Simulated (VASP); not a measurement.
## AlRu: single point with PBEsol

Crystal: AlRu.

```xyz
2
Lattice="2.9019 0.0000 0.0000 0.0000 2.9916 0.0000 0.0000 0.0000 2.9916" Properties=species:S:1:pos:R:3 pbc="T T T"
Al    0.0000    0.0000    0.0000
Ru    1.4509    1.4958    1.4958
```

This cell differs from its parent crystal: strain -0.0300 x Voigt [1, 0, 0, 0, 0, 0].

- Program: VASP 6.6.1
- Task: single point
- Functional: PBEsol
- Potentials or basis: VASP PAW PBE potentials, release 64 (Al, Ru_pv)
- Cutoff: 520 eV
- k mesh: 16 × 16 × 16
- Occupations: gaussian, width 0.15 eV
- Spin: no spin polarisation
- Dipole correction: no
- Further INCAR settings: ALGO = Fast; EDIFF = 1e-06; NBANDS = 16

```
Pressure               : 3.6 GPa
Band gap on the k mesh : zero (an odd number of electrons rules out a gap without spin polarisation)
```

Stress tensor (GPa, compression positive):
```
7.45 0.00 0.00
0.00 1.63 0.00
0.00 0.00 1.63
```

Levels at points of the mesh, in eV from the Fermi level:
```
           k point  band 6  band 7  band 8  band 9  band 10  band 11  band 12  band 13
(0.00, 0.00, 0.00)   -3.78    0.04    0.25    0.25     5.88     5.88     6.85    11.04
(0.50, 0.00, 0.00)   -2.86   -1.82   -1.82    0.36     2.74     7.39    10.87    10.87
(0.00, 0.50, 0.00)   -3.00   -1.80   -1.43    0.50     2.19     7.41    10.86    11.68
(0.50, 0.50, 0.00)   -1.46   -1.40   -1.29   -1.24     1.64     5.63     6.63    10.59
(0.00, 0.50, 0.50)   -1.53   -1.53   -1.04   -1.04     1.45     5.16     6.43    11.32
(0.50, 0.50, 0.50)   -4.79    1.57    1.80    2.77     4.08     4.08     4.29     8.55
```

Run time: 110 s on 1 thread of Intel Xeon 8259CL, on a shared host, peak memory 0.27 GiB.

Caveat: the cell differs from its parent crystal (strain -0.0300 x Voigt [1, 0, 0, 0, 0, 0]); the stress differs along the axes, from 2 to 7 GPa; the PAW data sets were made with another functional, which shifts forces and pressure a little.
